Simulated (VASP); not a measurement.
# Si3Sn (P-6m2) in VASP: notebook

The runs below take Si3Sn through single point, relaxation of cell and atoms, with PBE.

All numbers are computed with VASP 6.6.1; they aren't measurements. Logs are shortened: lines on timing, memory, paths and dates and some standing lists are left out, and cuts for length are marked.

### Step 1. The cell of the first run

Symmetry: P-6m2, No. 187, hexagonal system. Conventional cell: a = 3.569 Å, b = 3.569 Å, c = 7.139 Å, α = 90.00°, β = 90.00°, γ = 120.00°. Si (site symmetry -6m2) has 6 Si at 2.49 Å within 3.3 Å. Within 3.3 Å of Si (site symmetry 3m) lie 4 Si at 2.49 to 2.79 Å and 3 Sn at 3.00 Å. Within 3.9 Å of Sn (site symmetry -6m2) lie 8 Si at 3.00 to 3.57 Å and 6 Sn at 3.57 Å.

### Step 2. Single point, PBE

The input, INCAR:

```
PREC     = Accurate       # precision mode
ENCUT    = 520            # plane-wave cutoff, eV
EDIFF    = 1E-6           # SCF threshold, eV
ISMEAR   = 0              # smearing method
SIGMA    = 0.1            # smearing width, eV
LREAL    = F              # projectors in reciprocal space
LASPH    = T              # aspherical terms in the spheres
NELM     = 100            # most SCF steps
ALGO     = Normal         # electronic algorithm
ISIF     = 2              # what is computed and relaxed
LWAVE    = F              # write WAVECAR
LCHARG   = T              # write CHGCAR
GGA      = PE             # functional
LELF     = T              # ELF
LVHAR    = T            
NBANDS   = 21             # bands
```

The input, KPOINTS:

```
Automatic mesh
0
Gamma
  18 18 8
```

The input, POSCAR:

```
Si3Sn
1.0
    3.5690990876      0.0000000000      0.0000000000
   -1.7845495438      3.0909304785      0.0000000000
    0.0000000000      0.0000000000      7.1394983780
Si Sn
3 1
Direct
    0.3333333333      0.6666666667      0.0000000000
    0.6666666667      0.3333333333      0.1953481958
    0.6666666667      0.3333333333      0.8046518042
    0.3333333333      0.6666666667      0.5000000000
```

Potentials or basis: VASP PAW PBE potentials, release 64 (Si, Sn_d).

Command:

```
cat potpaw_PBE.64/Si/POTCAR potpaw_PBE.64/Sn_d/POTCAR > POTCAR
mpirun -np 1 vasp_std > vasp.out
```

OUTCAR:

```text
PREC = Accurate
   ENCUT = 520
   EDIFF = 1E-6
   ISMEAR = 0
   LREAL = F
   LASPH = T
   NELM = 100
   ISIF = 2
   GGA = PE

 ion  position               nearest neighbor table
   1  0.333  0.667  0.000-   2 2.49   3 2.49   2 2.49   3 2.49   2 2.49   3 2.49
   2  0.667  0.333  0.195-   1 2.49   1 2.49   1 2.49   3 2.79   4 3.00   4 3.00   4 3.00
   3  0.667  0.333  0.805-   1 2.49   1 2.49   1 2.49   2 2.79   4 3.00   4 3.00   4 3.00
   4  0.333  0.667  0.500-   2 3.00   3 3.00   2 3.00   3 3.00   2 3.00   3 3.00

  LATTYP: Found a hexagonal cell.
 ALAT       =     3.5690990876
 C/A-ratio  =     2.0003642944

  Lattice vectors:

 A1 = (   3.5690990876,   0.0000000000,   0.0000000000)
 A2 = (  -1.7845495438,   3.0909304785,   0.0000000000)
 A3 = (   0.0000000000,   0.0000000000,   7.1394983780)

Analysis of symmetry for initial positions (statically):
=====================================================================
 Subroutine PRICEL returns:
 Original cell was already a primitive cell.

 Routine SETGRP: Setting up the symmetry group for a
 hexagonal supercell.

 Subroutine GETGRP returns: Found 12 space group operations
 (whereof 12 operations were pure point group operations)
 out of a pool of 24 trial point group operations.

The static configuration has the point symmetry D_3h.

Analysis of symmetry for dynamics (positions and initial velocities):
=====================================================================
 Subroutine PRICEL returns:
 Original cell was already a primitive cell.

 Routine SETGRP: Setting up the symmetry group for a
 hexagonal supercell.

 Subroutine GETGRP returns: Found 12 space group operations
 (whereof 12 operations were pure point group operations)
 out of a pool of 24 trial point group operations.

The dynamic configuration has the point symmetry D_3h.

 Subroutine INISYM returns: Found 12 space group operations
 (whereof 12 operations are pure point group operations),
 and found     1 'primitive' translations

----------------------------------------------------------------------------------------

                                     Primitive cell

  volume of cell :      78.7618

  direct lattice vectors                    reciprocal lattice vectors
     3.569099088  0.000000000  0.000000000     0.280182751  0.161763587  0.000000000
    -1.784549544  3.090930478  0.000000000     0.000000000  0.323527173  0.000000000
     0.000000000  0.000000000  7.139498378     0.000000000  0.000000000  0.140065863

  length of vectors
     3.569099088  3.569099088  7.139498378     0.323527173  0.323527173  0.140065863

  position of ions in fractional coordinates (direct lattice)
     0.333333333  0.666666667  0.000000000
     0.666666667  0.333333333  0.195348196
     0.666666667  0.333333333  0.804651804
     0.333333333  0.666666667  0.500000000

  ion indices of the primitive-cell ions
   primitive index   ion index
                 1           1
                 2           2
                 3           3
                 4           4

----------------------------------------------------------------------------------------

 KPOINTS: Automatic mesh

Automatic generation of k-mesh.
 Grid dimensions read from file:
 generate k-points for:   18   18    8

 Generating k-lattice:

  Cartesian coordinates                     Fractional coordinates (reciprocal lattice)
     0.015565708  0.008986866  0.000000000     0.055555556  0.000000000  0.000000000
     0.000000000  0.017973732  0.000000000     0.000000000  0.055555556  0.000000000
     0.000000000  0.000000000  0.017508233     0.000000000  0.000000000  0.125000000

  Length of vectors
     0.017973732  0.017973732  0.017508233

  Shift w.r.t. Gamma in fractional coordinates (k-lattice)
     0.000000000  0.000000000  0.000000000

 Subroutine IBZKPT returns following result:
 ===========================================

 Found    185 irreducible k-points:

 Following reciprocal coordinates:
            Coordinates               Weight
  0.000000  0.000000  0.000000      1.000000
  0.055556 -0.000000  0.000000      6.000000
  0.111111 -0.000000  0.000000      6.000000
  0.166667 -0.000000  0.000000      6.000000
  0.222222 -0.000000  0.000000      6.000000
  0.277778 -0.000000  0.000000      6.000000
[... 16 lines left out ...]
  0.333333  0.111111  0.000000     12.000000
  0.388889  0.111111  0.000000     12.000000
 [... further k-points ...]
   k-points           NKPTS =    185   k-points in BZ     NKDIM =    185   number of bands    NBANDS=     21
   number of dos      NEDOS =    301   number of ions     NIONS =      4
   total plane-waves  NPLWV =  42336
   dimension x,y,z NGX =    28 NGY =   28 NGZ =   54
   dimension x,y,z NGXF=    56 NGYF=   56 NGZF=  108
   ions per type =               3   1
   NGX,Y,Z   is equivalent  to a cutoff of  13.04, 13.04, 12.57 a.u.
   NGXF,Y,Z  is equivalent  to a cutoff of  26.08, 26.08, 25.15 a.u.
 SYSTEM =  unknown system
[... 22 lines left out ...]
   EMIN   =  10.00;   EMAX   =-10.00  energy-range for DOS
   EFERMI =   0.00;   METHOD = LEGACY
   ISMEAR =     0;   SIGMA  =   0.10  broadening in eV -4-tet -1-fermi 0-gaus
   EFERMI_NEDOS =   21; number of points for ismear=-14 and -15
   IALGO  =     38    algorithm
   IMIX   =      4    mixing-type and parameters
     AMIX     =   0.40;   BMIX     =  1.00
     AMIX_MAG =   1.60;   BMIX_MAG =  1.00
  volume/ion in A,a.u.               =      19.69       132.88
  Fermi-wavevector in a.u.,A,eV,Ry     =   1.131429  2.138091 17.417258  1.280132
  Thomas-Fermi vector in A             =   2.268128
   LORBIT       =      0    0 simple, 1 ext, 2 COOP (PROOUT), +10 PAW based schemes
   GGA     = PE    functional components
   LHFCALC =     F    Hartree Fock is set to
   AEXX    =    0.0000 exact exchange contribution
   IVDW    =     0    specifies the selected vdW correction
   LEPSILON=     F    determine dielectric tensor
   LRPA    =     F    only Hartree local field effects (RPA)
 non-spin polarized calculation
 Gauss-broadening in eV      SIGMA  =   0.10
  energy-cutoff  :      520.00
  volume of cell :       78.76
 maximum number of plane-waves:      2163
 NGX is ok and might be reduce to    28
   NGX = 13   NGY = 13   NGZ = 27

 number of electron      26.0000006 magnetization

 Free energy of the ion-electron system (eV)
  ---------------------------------------------------
  ext. energy  EPLUGINS =         0.00000000
  ---------------------------------------------------
  free energy    TOTEN  =       -18.63786514 eV

  energy without entropy =      -18.63079213  energy(sigma->0) =      -18.63432864

 E-fermi :   7.8957     XC(G=0): -10.3308

 val. band max:        7.8925376619   @ k =   0.1667   0.0556   0.0000
 cond. band min:       7.9116467707   @ k =   0.3333   0.1111   0.1250
 fundamental gap:      0.0191091087
 Fermi energy:         7.8957307376

 k-point     1 :       0.0000    0.0000    0.0000
  band No.  band energies     occupation
      1     -13.6134      2.00000
      2     -13.6134      2.00000
      3     -13.6104      2.00000
      4     -13.5630      2.00000
      5     -13.5630      2.00000
      6      -4.9412      2.00000
[... 13 lines left out ...]
     20      13.3691      0.00000
     21      14.7339      0.00000

 k-point     2 :       0.0556   -0.0000    0.0000
  band No.  band energies     occupation
      1     -13.6140      2.00000
      2     -13.6109      2.00000
      3     -13.6087      2.00000
      4     -13.5644      2.00000
      5     -13.5633      2.00000
      6      -4.8967      2.00000
[... 13 lines left out ...]
     20      13.5736      0.00000
     21      14.8045      0.00000

 k-point     3 :       0.1111   -0.0000    0.0000
  band No.  band energies     occupation
      1     -13.6162      2.00000
      2     -13.6036      2.00000
      3     -13.6033      2.00000
      4     -13.5687      2.00000
      5     -13.5642      2.00000
      6      -4.7634      2.00000
[... 13 lines left out ...]
     20      13.5963      0.00000
     21      14.5733      0.00000
[... 457 lines left out ...]
 k-point    23 :       0.3333    0.1111    0.0000
  band No.  band energies     occupation
      1     -13.6272      2.00000
      2     -13.6044      2.00000
      3     -13.5758      2.00000
      4     -13.5616      2.00000
      5     -13.5388      2.00000
      6      -2.7417      2.00000
[... 13 lines left out ...]
     20      13.2894      0.00000
     21      14.9620      0.00000

 k-point    24 :       0.3889    0.1111    0.0000
  band No.  band energies     occupation
      1     -13.6292      2.00000
      2     -13.6079      2.00000
      3     -13.5770      2.00000
      4     -13.5529      2.00000
      5     -13.5358      2.00000
      6      -2.2334      2.00000
[... 13 lines left out ...]
     20      13.1504      0.00000
     21      14.8409      0.00000

 [... further k-points ...]

------------------------ aborting loop because EDIFF is reached ----------------------------------------

  FORCE on cell =-STRESS in cart. coord.  units (eV):
  Direction    XX          YY          ZZ          XY          YZ          ZX
  --------------------------------------------------------------------------------------
  -------------------------------------------------------------------------------------
  Total       -0.0164113     -0.0164113     -0.0414200      0.0000000      0.0000000      0.0000000
  in kB       -0.3338395     -0.3338395     -0.8425675      0.0000000      0.0000000      0.0000000
  external PRESSURE =      -0.5034155 kB  Pullay stress =       0.0000000 kB

 VOLUME and BASIS-vectors are now :
 -----------------------------------------------------------------------------
  energy-cutoff  :      520.00
  volume of cell :       78.76
      direct lattice vectors                 reciprocal lattice vectors
     3.569099088  0.000000000  0.000000000     0.280182751  0.161763587  0.000000000
    -1.784549544  3.090930478  0.000000000     0.000000000  0.323527173  0.000000000
     0.000000000  0.000000000  7.139498378     0.000000000  0.000000000  0.140065863

 POSITION                                       TOTAL-FORCE (eV/Angst)
 -----------------------------------------------------------------------------------
     -0.00000      2.06062      0.00000        -0.000000      0.000000      0.000000
      1.78455      1.03031      1.39469        -0.000000      0.000000     -0.006918
      1.78455      1.03031      5.74481         0.000000     -0.000000      0.006918
     -0.00000      2.06062      3.56975        -0.000000      0.000000      0.000000
 -----------------------------------------------------------------------------------
    total drift:                                0.000000     -0.000000     -0.000000

  FREE ENERGIE OF THE ION-ELECTRON SYSTEM (eV)
  ---------------------------------------------------
  free  energy   TOTEN  =       -18.6378651405 eV

  energy  without entropy=      -18.6307921345  energy(sigma->0) =      -18.63432864
```

Wall time 2.4 min (1 thread of AMD EPYC 9R45 (Zen 5), shared host); peak memory 0.36 GiB.

What came out:

```yaml
Free_energy: -18.6379 eV
Pressure: -0.1 GPa
Largest_force: 0.007 eV/Å
Band_gap_on_the_k_mesh: zero (bands 13 and 14 overlap by 4.41 eV)
```

Forces on the atoms (eV/Å):
```
Si   0.000  0.000  0.000
Si   0.000  0.000 -0.007
Si   0.000  0.000  0.007
Sn   0.000  0.000  0.000
```

Caveat: spin-orbit coupling is left out, which moves the levels of the heavy elements.

### Step 3. Relaxation of cell and atoms, PBE

This run uses another cell than the first one, of 18.39 Å³/atom.

The input, INCAR:

```
SYSTEM = Si3Sn
  PREC = Accurate
  ENCUT = 600
  EDIFF = 1E-6
  ISMEAR = 0
  SIGMA = 0.1
  LREAL = .False.
  LASPH = .True.
  NELM = 60
  ALGO = Normal
  ISIF = 3
  LWAVE = .False.
  LCHARG = .False.
  GGA = PE
  IBRION = 2
  NSW = 100
  EDIFFG = -0.01
```

The input, KPOINTS:

```
regular mesh
0
Gamma
  18 18 6
  0 0 0
```

The input, POSCAR:

```
Si3Sn
1.0
    3.0474871002      0.0000000000      0.0000000000
   -1.5237435501      2.6392012465      0.0000000000
    0.0000000000      0.0000000000      9.1483777141
Si Sn
3 1
Direct
    0.3333333333      0.6666666667      0.0000000000
    0.6666666667      0.3333333333      0.2095603828
    0.6666666667      0.3333333333      0.7904396172
    0.3333333333      0.6666666667      0.5000000000
```

Potentials or basis: VASP PAW PBE potentials, release 64 (Si, Sn_d).

Command:

```
cat potpaw_PBE.64/Si/POTCAR potpaw_PBE.64/Sn_d/POTCAR > POTCAR
mpirun -np 1 vasp_std > vasp.out
```

Wall time 16 min (1 thread of AMD EPYC 9R45 (Zen 5), shared host); peak memory 0.35 GiB.

It converged, with:

| Property | Result |
| --- | --- |
| Free energy | -18.6409 eV |
| Relaxed volume | 19.72 Å³/atom |
| Relaxed cell | a = 3.565 Å, b = 3.565 Å, c = 7.166 Å, α = 90.00°, β = 90.00°, γ = 120.00° |
| Space group after relaxing (to 0.1 Å) | P-6m2 (No. 187) |
| Energy gained by relaxing | 185.2 meV/atom |
| Ionic steps | 22 |
| Pressure after relaxing | 0.0 GPa |
| Largest force after relaxing | 0.008 eV/Å |
| Band gap on the k mesh | zero (bands 13 and 14 overlap by 4.44 eV) |

Forces in eV/Å, atoms in the order of the input:
```
Si   0.000  0.000  0.000
Si   0.000  0.000 -0.008
Si   0.000  0.000  0.008
Sn   0.000  0.000  0.000
```

Step by step:
| step | energy change (eV) | largest force (eV/Å) | pressure (GPa) | volume (Å³) |
| --- | --- | --- | --- | --- |
| 1 | 0.0000 | 0.1195 | 0.60 | 73.58 |
| 2 | -0.0246 | 0.1042 | 0.04 | 74.30 |
| 3 | -0.0936 | 0.3102 | -1.13 | 76.38 |
| 4 | -0.2740 | 0.6042 | -2.95 | 80.10 |
| 5 | -0.6236 | 0.0533 | -4.55 | 85.47 |
| 6 | -0.4989 | 0.6846 | -4.30 | 82.88 |
| 7 | -0.6165 | 0.5499 | -4.71 | 84.30 |
| 8 | -0.6384 | 0.4587 | -4.73 | 84.75 |
| 9 | -0.6453 | 0.3702 | -4.63 | 84.79 |
| 10 | -0.6486 | 0.2727 | -4.52 | 84.83 |
| 11 | -0.6592 | 0.2578 | -4.29 | 84.45 |
| 12 | -0.6872 | 0.2110 | -3.54 | 83.33 |
| 13 | -0.7264 | 0.1104 | -1.92 | 81.11 |
| 14 | -0.7277 | 0.1244 | 2.07 | 76.79 |
| 15 | -0.7408 | 0.0009 | -0.06 | 78.94 |
| 16 | -0.7408 | 0.0074 | 0.08 | 78.82 |
| 17 | -0.7408 | 0.0038 | 0.04 | 78.82 |
| 18 | -0.7409 | 0.0067 | 0.04 | 78.81 |
| 19 | -0.7409 | 0.0275 | 0.04 | 78.79 |
| 20 | -0.7409 | 0.0128 | 0.03 | 78.80 |
| 21 | -0.7409 | 0.0118 | 0.02 | 78.82 |
| 22 | -0.7409 | 0.0083 | -0.03 | 78.88 |

Final structure:
```
CELL_PARAMETERS angstrom
3.56523 0.00000 0.00000
-1.78261 3.08758 0.00000
0.00000 0.00000 7.16603
ATOMIC_POSITIONS crystal
Si 0.33333 0.66667 0.00000
Si 0.66667 0.33333 0.19461
Si 0.66667 0.33333 0.80539
Sn 0.33333 0.66667 0.50000
```

Levels at points of the mesh, in eV from the Fermi level:
```tsv
k point	band 9	band 10	band 11	band 12	band 13	band 14	band 15	band 16	band 17
(0.00, 0.00, 0.00)	-1.43	-0.63	-0.30	-0.30	2.43	3.01	3.01	3.28	3.28
(0.50, 0.00, 0.00)	-6.35	-4.49	-4.47	-2.36	0.46	1.20	1.28	2.00	2.17
(0.00, 0.00, 0.50)	-5.48	-0.23	-0.23	2.37	2.47	2.47	3.00	3.33	3.33
(0.50, 0.00, 0.50)	-6.26	-3.07	-2.69	-2.24	-1.48	-0.55	0.15	0.81	2.69
```

Caveat: a cell axis changed by over 15 % at a fixed basis, so the end point is rough; spin-orbit coupling is left out, which moves the levels of the heavy elements.

### Step 4. Relaxation of cell and atoms, PBE

INCAR, as its differences from that of step 3:

```diff
@@ -8,3 +8,3 @@
   LASPH = .True.
-  NELM = 60
+  NELM = 80
   ALGO = Normal
```

The input, KPOINTS:

```
regular mesh
0
Gamma
  18 18 8
  0 0 0
```

The input, POSCAR:

```
Si3Sn
1.0
    3.5638822470      0.0000000000      0.0000000000
   -1.7819411235      3.0864125620      0.0000000000
    0.0000000000      0.0000000000      7.1732302596
Si Sn
3 1
Direct
    0.3333333333      0.6666666667      0.0000000000
    0.6666666667      0.3333333333      0.1944427565
    0.6666666667      0.3333333333      0.8055572435
    0.3333333333      0.6666666667      0.5000000000
```

Command:

```
cat potpaw_PBE.64/Si/POTCAR potpaw_PBE.64/Sn_d/POTCAR > POTCAR
mpirun -np 1 vasp_std > vasp.out
```

Wall time 12 min (1 thread of Intel Xeon 6975P-C (Granite Rapids), shared host); peak memory 0.43 GiB.

The run converged. Its results:

```
Free energy                           : -18.6381 eV
Relaxed volume                        : 19.70 Å³/atom
Relaxed cell                          : a = 3.570 Å, b = 3.570 Å, c = 7.140 Å, α = 90.00°, β = 90.00°, γ = 120.00°
Space group after relaxing (to 0.1 Å) : P-6m2 (No. 187)
Energy gained by relaxing             : 0.2 meV/atom
Ionic steps                           : 6
Pressure after relaxing               : 0.0 GPa
Largest force after relaxing          : 0.005 eV/Å
Band gap on the k mesh                : zero (bands 13 and 14 overlap by 4.41 eV)
```

Forces on the atoms (eV/Å):
```
Si   0.000  0.000  0.000
Si   0.000  0.000  0.005
Si   0.000  0.000 -0.005
Sn   0.000  0.000  0.000
```

The path:
| step | energy change (eV) | largest force (eV/Å) | pressure (GPa) | volume (Å³) |
| --- | --- | --- | --- | --- |
| 1 | 0.0000 | 0.0045 | -0.11 | 78.90 |
| 2 | -0.0004 | 0.0394 | 0.08 | 78.75 |
| 3 | -0.0004 | 0.0413 | 0.09 | 78.74 |
| 4 | -0.0006 | 0.0259 | -0.01 | 78.82 |
| 5 | -0.0006 | 0.0155 | -0.07 | 78.88 |
| 6 | -0.0007 | 0.0052 | 0.01 | 78.79 |

Final structure:
```cif
data_structure
_symmetry_space_group_name_H-M 'P 1'
_symmetry_Int_Tables_number 1
_cell_length_a 3.5696
_cell_length_b 3.5696
_cell_length_c 7.1395
_cell_angle_alpha 90.000
_cell_angle_beta 90.000
_cell_angle_gamma 120.000
_cell_volume 78.79
loop_
_atom_site_label
_atom_site_type_symbol
_atom_site_fract_x
_atom_site_fract_y
_atom_site_fract_z
_atom_site_occupancy
Si1 Si 0.33333 0.66667 0.00000 1
Si2 Si 0.66667 0.33333 0.19519 1
Si3 Si 0.66667 0.33333 0.80481 1
Sn1 Sn 0.33333 0.66667 0.50000 1
```

Levels at points of the mesh, in eV from the Fermi level:
```
           k point  band 11  band 12  band 13  band 14  band 15  band 16
(0.00, 0.00, 0.00)    -0.36    -0.36     2.36     2.96     2.96     3.23
(0.50, 0.00, 0.00)    -4.50    -2.41     0.42     1.16     1.29     1.94
(0.00, 0.00, 0.50)    -0.28     2.30     2.40     2.40     3.00     3.29
(0.50, 0.00, 0.50)    -2.71    -2.28    -1.47    -0.57     0.09     0.77
```

Caveat: spin-orbit coupling is left out, which moves the levels of the heavy elements.

### Step 5. The runs side by side

```csv
task,cell,k mesh,cutoff (eV),gap on the mesh (eV),pressure (GPa),relaxed volume (Å³/atom),largest force (eV/Å)
single point,"a = 3.569, b = 3.569, c = 7.139 Å, angles 90.0, 90.0, 120.0°, 4 atoms, atomic positions A",18 × 18 × 8,520,none,-0.1,-,0.01
relaxation of cell and atoms,"relaxed from a = 3.047, b = 3.047, c = 9.148 Å, angles 90.0, 90.0, 120.0°, 4 atoms, atomic positions B",18 × 18 × 6,600,none,0.0,19.72,0.01
relaxation of cell and atoms,"relaxed from a = 3.564, b = 3.564, c = 7.173 Å, angles 90.0, 90.0, 120.0°, 4 atoms, atomic positions A",18 × 18 × 8,600,none,0.0,19.70,0.01
```

Alike in all rows: level PBE; potentials or basis VASP PAW PBE potentials, release 64 (Si, Sn_d); no spin polarisation; smearing gaussian 0.1 eV.

Caveats: spin-orbit coupling is left out, which moves the levels of the heavy elements; a cell axis changed by over 15 % at a fixed basis, so the end point is rough (at least some runs).

Absolute energies hang on the potentials; compare differences alone.
